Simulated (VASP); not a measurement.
Set up this calculation in VASP 6.6.1, as the native input.

- Task: single point
- Functional: PBE
- Dispersion: D3(BJ)
- Potentials or basis: VASP PAW PBE potentials, release 64 (Ge_d, H)
- Cutoff: 520 eV
- k mesh: 7 × 7 × 1
- Occupations: gaussian, width 0.1 eV
- Spin: no spin polarisation
- Dipole correction: yes
- Further INCAR settings: ALGO = Normal; EDIFF = 1e-07; NBANDS = 36

The structure of Ge4H lies in POSCAR:

```
Ge4H
1.0
    4.0303587907      0.0000000000      0.0000000000
    0.0000000000      4.0303587907      0.0000000000
    0.0000000000      0.0000000000     21.6416627718
Ge H
4 1
Direct
    0.0000000000      0.5000000000      0.1848286817
    0.0000000000      0.0000000000      0.2506714513
    0.5000000000      0.0000000000      0.3196569899
    0.5000000000      0.5000000000      0.3854446333
    0.8750000000      0.6250000000      0.5009625594
```

These files were run (other wordings do the same):

INCAR

```
SYSTEM = Ge4H
PREC = Accurate ; ENCUT = 520
EDIFF = 1E-7 ; ISMEAR = 0
SIGMA = 0.1 ; LREAL = .False.
LASPH = .True. ; NELM = 100
ALGO = Normal ; ISIF = 2
LWAVE = .False. ; LCHARG = .False.
LDIPOL = .True. ; IDIPOL = 3
DIPOL = 0.5 0.5 0.328 ; GGA = PE
IVDW = 12 ; NBANDS = 36
```

KPOINTS

```
Automatic mesh
0
Gamma
  7 7 1
  0 0 0
```

Potentials or basis: VASP PAW PBE potentials, release 64 (Ge_d, H).

The run is started by

```bash
$ cat potpaw_PBE.64/Ge_d/POTCAR potpaw_PBE.64/H/POTCAR > POTCAR
$ mpirun -np 1 vasp_std > vasp.out
```

It gave:

The largest force is 1.226 eV/Å. The band gap on the k mesh is zero (an odd number of electrons rules out a gap without spin polarisation) and the dispersion energy per atom is -0.180 eV.

Caveat: an odd number of electrons without spin polarisation forces a metal; a magnetic or distorted state may lie lower.

Run time: 18 min on 1 thread of Intel Xeon 8259CL, with other jobs on the host, peak memory 0.55 GiB.
